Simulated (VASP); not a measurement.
# SiC (Fm-3m) in VASP: single point with HSE06

Aim: the single point of SiC with HSE06.

Everything below comes from runs of VASP 6.6.1. Logs are shortened: lines on timing, memory, paths and dates and some standing lists are left out, and cuts for length are marked.

**1. The cell of the first run**

Symmetry: Fm-3m, No. 225, cubic system. Conventional cell: a = 4.000 Å, b = 4.000 Å, c = 4.000 Å, α = 90.00°, β = 90.00°, γ = 90.00°. Si (site symmetry m-3m) has 6 C at 2.00 Å within 2.6 Å. Within 2.6 Å of C (site symmetry m-3m) lie 6 Si at 2.00 Å.

**2. Single point, HSE06**

The input, POSCAR:

```
SiC
1.0
    0.0000000000      2.0000000000      2.0000000000
    2.0000000000      0.0000000000      2.0000000000
    2.0000000000      2.0000000000      0.0000000000
Si C
1 1
Direct
    0.0000000000      0.0000000000      0.0000000000
    0.5000000000      0.5000000000      0.5000000000
```

The input, INCAR.step1:

```
ALGO = Normal
EDIFF = 1E-5
ENCUT = 520
GGA = PE
ISIF = 2
ISMEAR = 0
LASPH = T
LREAL = F
LWAVE = T
NBANDS = 11
NELM = 100
PREC = Accurate
SIGMA = 0.05
```

The input, INCAR.step2:

```
ALGO = Normal
EDIFF = 1E-6
ENCUT = 520
GGA = PE
HFSCREEN = 0.2079
ISIF = 2
ISMEAR = 0
ISTART = 1
LASPH = T
LCHARG = T
LELF = T
LHFCALC = T
LREAL = F
LVHAR = T
LWAVE = F
NBANDS = 11
NELM = 100
PREC = Accurate
PRECFOCK = Normal
SIGMA = 0.05
```

The input, KPOINTS:

```
k-points
0
Gamma
  8 8 8
```

Potentials or basis: VASP PAW PBE potentials, release 64 (Si, C).

On the command line:

```
> cat potpaw_PBE.64/Si/POTCAR potpaw_PBE.64/C/POTCAR > POTCAR
> cp INCAR.step1 INCAR
> mpirun -np 1 vasp_std > vasp.out
> cp INCAR.step2 INCAR
> mpirun -np 1 vasp_std > vasp.out
```

OUTCAR:

```text
EDIFF = 1E-6
   ENCUT = 520
   GGA = PE
   HFSCREEN = 0.2079
   ISIF = 2
   ISMEAR = 0
   ISTART = 1
   LASPH = T
   LHFCALC = T
   LREAL = F
   NELM = 100
   PREC = Accurate
   PRECFOCK = Normal

 ion  position               nearest neighbor table
   1  0.000  0.000  0.000-   2 2.00   2 2.00   2 2.00   2 2.00   2 2.00   2 2.00
   2  0.500  0.500  0.500-   1 2.00   1 2.00   1 2.00   1 2.00   1 2.00   1 2.00

  LATTYP: Found a face centered cubic cell.
 ALAT       =     4.0000000000

  Lattice vectors:

 A1 = (   0.0000000000,   2.0000000000,   2.0000000000)
 A2 = (   2.0000000000,   0.0000000000,   2.0000000000)
 A3 = (   2.0000000000,   2.0000000000,   0.0000000000)

Analysis of symmetry for initial positions (statically):
=====================================================================
 Subroutine PRICEL returns:
 Original cell was already a primitive cell.

 Routine SETGRP: Setting up the symmetry group for a
 face centered cubic supercell.

 Subroutine GETGRP returns: Found 48 space group operations
 (whereof 48 operations were pure point group operations)
 out of a pool of 48 trial point group operations.

The static configuration has the point symmetry O_h .

Analysis of symmetry for dynamics (positions and initial velocities):
=====================================================================
 Subroutine PRICEL returns:
 Original cell was already a primitive cell.

 Routine SETGRP: Setting up the symmetry group for a
 face centered cubic supercell.

 Subroutine GETGRP returns: Found 48 space group operations
 (whereof 48 operations were pure point group operations)
 out of a pool of 48 trial point group operations.

The dynamic configuration has the point symmetry O_h .

 Subroutine INISYM returns: Found 48 space group operations
 (whereof 48 operations are pure point group operations),
 and found     1 'primitive' translations

----------------------------------------------------------------------------------------

                                     Primitive cell

  volume of cell :      16.0000

  direct lattice vectors                    reciprocal lattice vectors
     0.000000000  2.000000000  2.000000000    -0.250000000  0.250000000  0.250000000
     2.000000000  0.000000000  2.000000000     0.250000000 -0.250000000  0.250000000
     2.000000000  2.000000000  0.000000000     0.250000000  0.250000000 -0.250000000

  length of vectors
     2.828427125  2.828427125  2.828427125     0.433012702  0.433012702  0.433012702

  position of ions in fractional coordinates (direct lattice)
     0.000000000  0.000000000  0.000000000
     0.500000000  0.500000000  0.500000000

  ion indices of the primitive-cell ions
   primitive index   ion index
                 1           1
                 2           2

----------------------------------------------------------------------------------------

 KPOINTS: k-points

Automatic generation of k-mesh.
 Grid dimensions read from file:
 generate k-points for:    8    8    8

 Generating k-lattice:

  Cartesian coordinates                     Fractional coordinates (reciprocal lattice)
    -0.031250000  0.031250000  0.031250000     0.125000000  0.000000000  0.000000000
     0.031250000 -0.031250000  0.031250000     0.000000000  0.125000000  0.000000000
     0.031250000  0.031250000 -0.031250000     0.000000000  0.000000000  0.125000000

  Length of vectors
     0.054126588  0.054126588  0.054126588

  Shift w.r.t. Gamma in fractional coordinates (k-lattice)
     0.000000000  0.000000000  0.000000000

 Subroutine IBZKPT returns following result:
 ===========================================

 Found     29 irreducible k-points:

 Following reciprocal coordinates:
            Coordinates               Weight
  0.000000  0.000000  0.000000      1.000000
  0.125000  0.000000  0.000000      8.000000
  0.250000  0.000000  0.000000      8.000000
  0.375000  0.000000  0.000000      8.000000
  0.500000  0.000000  0.000000      4.000000
  0.125000  0.125000  0.000000      6.000000
[... 16 lines left out ...]
  0.500000  0.250000  0.125000     48.000000
 -0.375000  0.250000  0.125000     24.000000
 [... further k-points ...]
   k-points           NKPTS =     29   k-points in BZ     NKDIM =    512   number of bands    NBANDS=     11
   number of dos      NEDOS =    301   number of ions     NIONS =      2
   total plane-waves  NPLWV =  13824
   dimension x,y,z NGX =    24 NGY =   24 NGZ =   24
   dimension x,y,z NGXF=    48 NGYF=   48 NGZF=   48
   ions per type =               1   1
   NGX,Y,Z   is equivalent  to a cutoff of  14.11, 14.11, 14.11 a.u.
   NGXF,Y,Z  is equivalent  to a cutoff of  28.21, 28.21, 28.21 a.u.
 SYSTEM =  unknown system
   PREC   = accura    normal or accurate (medium, high low for compatibility)
   ISTART =      1    job   : 0-new  1-cont  2-samecut
   ICHARG =      0    charge: 1-file 2-atom 10-const
   ISPIN  =      1    spin polarized calculation?
   LNONCOLLINEAR =      F non collinear calculations
   LSORBIT =      F    spin-orbit coupling
   LASPH  =      T    aspherical Exc in radial PAW
   ENCUT  =  520.0 eV  38.22 Ry    6.18 a.u.   5.26  5.26  5.26*2*pi/ulx,y,z
   NELM   =    100;   NELMIN=  2; NELMDL=  0     # of ELM steps
   EDIFF  = 0.1E-05   stopping-criterion for ELM
   LREAL  =      F    real-space projection
   EDIFFG = 0.1E-04   stopping-criterion for IOM
   NSW    =      0    number of steps for IOM
   IBRION =     -1    ionic relax: 0-MD 1-quasi-New 2-CG
   NFREE  =      0    steps in history (QN), initial steepest desc. (CG)
   ISIF   =      2    stress and relaxation
   ISYM   =      3    0-nonsym 1-usesym 2-fastsym
   POTIM  = 0.5000    time-step for ionic-motion
   TEBEG  =    0.0;   TEEND  =   0.0 temperature during run
   PSTRESS=    0.0 pullay stress
   NELECT =       8.0000    total number of electrons
   NUPDOWN=      -1.0000    fix difference up-down
   EMIN   =  10.00;   EMAX   =-10.00  energy-range for DOS
   EFERMI =   0.00;   METHOD = LEGACY
   ISMEAR =     0;   SIGMA  =   0.05  broadening in eV -4-tet -1-fermi 0-gaus
   EFERMI_NEDOS =   21; number of points for ismear=-14 and -15
   IALGO  =     38    algorithm
   IMIX   =      1    mixing-type and parameters
     AMIX     =   0.40;   BMIX     =  1.00
     AMIX_MAG =   1.60;   BMIX_MAG =  1.00
  volume/ion in A,a.u.               =       8.00        53.99
  Fermi-wavevector in a.u.,A,eV,Ry     =   1.299366  2.455446 22.971424  1.688352
  Thomas-Fermi vector in A             =   2.430634
   LORBIT       =      0    0 simple, 1 ext, 2 COOP (PROOUT), +10 PAW based schemes
   GGA     = PE    functional components
   LHFCALC =     T    Hartree Fock is set to
   PRECFOCK=normal    Normal, Fast or Accurate (Low or Medium for compatibility)
   ENCUT4O =  -1.0   cutoff for four orbital integrals eV
   NKREDX  =     1    reduce k-point grid by
   NKREDY  =     1    reduce k-point grid by
   NKREDZ  =     1    reduce k-point grid by
   AEXX    =    0.2500 exact exchange contribution
   HFSCREEN=    0.2079 screening length (either q_TF or 0.3 A-1)
   HFSCREENC=   0.2079 screening length for correlation (either q_TF or 0.3 A-1)
   ENCUTFOCK=  -1.0 apply spherical cutoff to Coloumb kernel
   IVDW    =     0    specifies the selected vdW correction
   LEPSILON=     F    determine dielectric tensor
   LRPA    =     F    only Hartree local field effects (RPA)
 non-spin polarized calculation
 Gauss-broadening in eV      SIGMA  =   0.05
  energy-cutoff  :      520.00
  volume of cell :       16.00
 maximum number of plane-waves:       445
 NGX is ok and might be reduce to    24
  NGX = 16; NGY = 16; NGZ = 16

 number of electron       8.0000000 magnetization

 Free energy of the ion-electron system (eV)
  ---------------------------------------------------
  ext. energy  EPLUGINS =         0.00000000
  ---------------------------------------------------
  free energy    TOTEN  =       -15.83847570 eV

  energy without entropy =      -15.83794110  energy(sigma->0) =      -15.83820840

 E-fermi :  12.5977     XC(G=0): -10.4962

 val. band max:       12.5735741482   @ k =  -0.1250   0.1250   0.0000
 cond. band min:      13.3390982742   @ k =   0.3750   0.3750   0.0000
 fundamental gap:      0.7655241260
 Fermi energy:        12.5976841741

 k-point     1 :       0.0000    0.0000    0.0000
  band No.  band energies     occupation
      1      -8.2710      2.00000
      2      12.5144      1.98149
      3      12.5144      1.98149
      4      12.5144      1.98149
      5      22.1086      0.00000
      6      22.6256      0.00000
      7      22.6256      0.00000
      8      22.6256      0.00000
      9      27.3958      0.00000
     10      27.3958      0.00000
     11      27.3958      0.00000

 k-point     2 :       0.1250    0.0000    0.0000
  band No.  band energies     occupation
      1      -7.8484      2.00000
      2      10.4147      2.00000
      3      12.2608      2.00000
      4      12.2608      2.00000
      5      21.5646      0.00000
      6      23.0875      0.00000
      7      23.0875      0.00000
      8      23.5067      0.00000
      9      24.7484      0.00000
     10      24.7484      0.00000
     11      26.9457      0.00000

 k-point     3 :       0.2500    0.0000    0.0000
  band No.  band energies     occupation
      1      -6.5917      2.00000
      2       6.3546      2.00000
      3      11.7713      2.00000
      4      11.7713      2.00000
      5      20.4916      0.00000
      6      21.2059      0.00000
      7      21.2059      0.00000
      8      25.2204      0.00000
      9      26.4861      0.00000
     10      26.5380      0.00000
     11      26.5380      0.00000
[... 267 lines left out ...]
 k-point    23 :       0.5000    0.2500    0.1250
  band No.  band energies     occupation
      1      -3.4943      2.00000
      2       3.2523      2.00000
      3       7.1470      2.00000
      4       9.5349      2.00000
      5      17.6406      0.00000
      6      20.8151      0.00000
      7      22.6864      0.00000
      8      25.8587      0.00000
      9      28.6050      0.00000
     10      31.1265      0.00000
     11      32.5740      0.00000

 k-point    24 :      -0.3750    0.2500    0.1250
  band No.  band energies     occupation
      1      -1.5835      2.00000
      2       0.7093      2.00000
      3       7.1726      2.00000
      4       8.8574      2.00000
      5      17.6784      0.00000
      6      20.1747      0.00000
      7      24.0308      0.00000
      8      26.7222      0.00000
      9      29.0307      0.00000
     10      29.4994      0.00000
     11      33.4461      0.00000

 [... further k-points ...]
[... 5 lines left out ...]
  --------------------------------------------------------------------------------------
  -------------------------------------------------------------------------------------
  Total        0.2182958      0.2182958      0.2182958     -0.0000000     -0.0000000      0.0000000
  in kB       21.8592848     21.8592848     21.8592848     -0.0000000     -0.0000000      0.0000000
  external PRESSURE =      21.8592848 kB  Pullay stress =       0.0000000 kB

 VOLUME and BASIS-vectors are now :
 -----------------------------------------------------------------------------
  energy-cutoff  :      520.00
  volume of cell :       16.00
      direct lattice vectors                 reciprocal lattice vectors
     0.000000000  2.000000000  2.000000000    -0.250000000  0.250000000  0.250000000
     2.000000000  0.000000000  2.000000000     0.250000000 -0.250000000  0.250000000
     2.000000000  2.000000000  0.000000000     0.250000000  0.250000000 -0.250000000

 POSITION                                       TOTAL-FORCE (eV/Angst)
 -----------------------------------------------------------------------------------
      0.00000      0.00000      0.00000         0.000000      0.000000     -0.000000
      2.00000      2.00000      2.00000         0.000000      0.000000      0.000000
 -----------------------------------------------------------------------------------
    total drift:                               -0.000010     -0.000011     -0.000011

  FREE ENERGIE OF THE ION-ELECTRON SYSTEM (eV)
  ---------------------------------------------------
  free  energy   TOTEN  =       -15.8384756996 eV

  energy  without entropy=      -15.8379410968  energy(sigma->0) =      -15.83820840
```

Wall time 12 min (1 thread of AMD EPYC 7R13 (Zen 3), shared host); peak memory 0.22 GiB.

Results:

| Quantity | Value |
| --- | --- |
| Free energy | -15.8385 eV |
| Pressure | 2.2 GPa |
| Band gap on the k mesh | zero (band 4 reaches 12.57 eV, above the bottom of band 5 at 12.47 eV) |

Levels at points of the mesh, in eV from the Fermi level:
```
           k point  band 2  band 3  band 4  band 5  band 6  band 7
(0.00, 0.00, 0.00)   -0.08   -0.08   -0.08    9.51   10.03   10.03
(0.50, 0.00, 0.00)  -13.05   -1.32   -1.32    6.38    6.38    7.18
(0.50, 0.50, 0.00)  -11.20   -4.96   -4.96   -0.13    3.12   17.26
```

Caveat: the PAW data sets were made with another functional, which shifts forces and pressure a little.
